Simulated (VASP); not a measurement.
Wanted: the native input for a VASP 6.6.1 run.

```yaml
Task: single point
Functional: LDA
Potentials_or_basis: VASP PAW LDA potentials, release 64 (Al, N)
Cutoff: 600 eV
k_mesh: 8 × 8 × 8
Occupations: gaussian, width 0.01 eV
Spin: no spin polarisation
Dipole_correction: no
Further_INCAR_settings: ALGO = Normal; EDIFF = 1e-06; NBANDS = 11
```

The structure of AlN lies in POSCAR:

```
AlN
1.0
    0.0000000000      2.0076176473      2.0076176473
    2.0076176473      0.0000000000      2.0076176473
    2.0076176473      2.0076176473      0.0000000000
Al N
1 1
Direct
    0.0000000000      0.0000000000      0.0000000000
    0.5000000000      0.5000000000      0.5000000000
```

These files were run (other wordings do the same):

INCAR

```
  PREC = Accurate
  ENCUT = 600
  EDIFF = 1E-6
  ISMEAR = 0
  SIGMA = 0.01
  LREAL = False
  LASPH = True
  NELM = 120
  ALGO = Normal
  ISIF = 2
  LWAVE = False
  LCHARG = False
  NBANDS = 11
  GGA_COMPAT = False
```

KPOINTS

```
regular mesh
0
Gamma
  8 8 8
```

Potentials or basis: VASP PAW LDA potentials, release 64 (Al, N).

The run is started by

```console
$ cat potpaw_LDA.64/Al/POTCAR potpaw_LDA.64/N/POTCAR > POTCAR
$ mpirun -np 1 vasp_std > vasp.out
```

Results of the run:

```
Pressure               : -0.4 GPa
Band gap on the k mesh : 4.66 eV, indirect (least direct gap 6.08 eV)
```

Run time: 4.3 s on 1 thread of AMD EPYC 7R13 Processor (Zen 3), with other jobs on the host, peak memory 0.09 GiB.
